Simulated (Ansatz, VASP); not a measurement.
**Two plane-wave programs on BP**

The input INCAR:

```
PREC = Accurate
ENCUT = 600
EDIFF = 1E-7
ISMEAR = -1
SIGMA = 0.05
LREAL = False
LASPH = True
NELM = 80
ALGO = Normal
ISIF = 3
LWAVE = False
LCHARG = False
GGA = B5
ALDAX = 1.0
AGGAX = 1.0
AGGAC = 1.0
ALDAC = 0.0
IVDW = 12
VDW_S6 = 1.0
VDW_S8 = 2.6996
VDW_A1 = 0.4298
VDW_A2 = 4.2359
IBRION = 2
NSW = 60
EDIFFG = -0.01
```

The input KPOINTS:

```
regular mesh
0
Gamma
  10 10 10
```

File POSCAR:

```
BP
1.0
    0.0000000000      2.2690000000      2.2690000000
    2.2690000000      0.0000000000      2.2690000000
    2.2690000000      2.2690000000      0.0000000000
P B
1 1
Direct
    0.7500000000      0.7500000000      0.7500000000
    0.0000000000      0.0000000000      0.0000000000
```

File input.yaml:

```yaml
crystal:
  lattice:
    - [0.0, 2.269, 2.269]
    - [2.269, 0.0, 2.269]
    - [2.269, 2.269, 0.0]
  atoms:
    - { symbol: P, position: [0.75, 0.75, 0.75] }
    - { symbol: B, position: [0.0, 0.0, 0.0] }
hamiltonian:
  xc: blyp
  pseudopotentials: { kind: paw }
  dispersion: d3bj
kpoints:
  mp_grid: { grid: [10, 10, 10] }
scf:
  occupations: { method: fermi_dirac, width: 0.05 }
output:
  forces: true
  stress: true
  write_density: true
  write_potential: true
  elf: true
  volumetric_format: npy
relax:
  f_tol: 0.01
  max_steps: 40
  cell: { stress_tol: 0.05 }
```

Alike in both runs: task relaxation of cell and atoms; functional BLYP; dispersion D3(BJ); k mesh 10 × 10 × 10; occupations fermi-dirac, width 0.05 eV; no spin polarisation.

|  | VASP | Ansatz |
| --- | --- | --- |
| version | VASP 6.6.1 | Ansatz 0.2.0 |
| potentials or method | VASP PAW PBE potentials, release 64 (P, B) | Ansatz PAW |
| plane-wave cutoff (eV) | 600 | 420 |
| valence electrons in the cell | 8 | 8 |

```tsv
	VASP	Ansatz	Ansatz less VASP
gap on the k mesh at the Fermi level, each at its own relaxed structure (eV)	1.51	1.49	-0.024
relaxed volume (Å³/atom)	11.42	11.43	+0.010
relaxed cell length with the largest relative difference (Å)	3.185	3.186	+0.0010
```

VASP's potentials were made for PBE, not for BLYP.

Noted on Ansatz's run: the plane-wave basis is chosen anew once the cell has moved, so the energies of steps on either side of that aren't comparable.
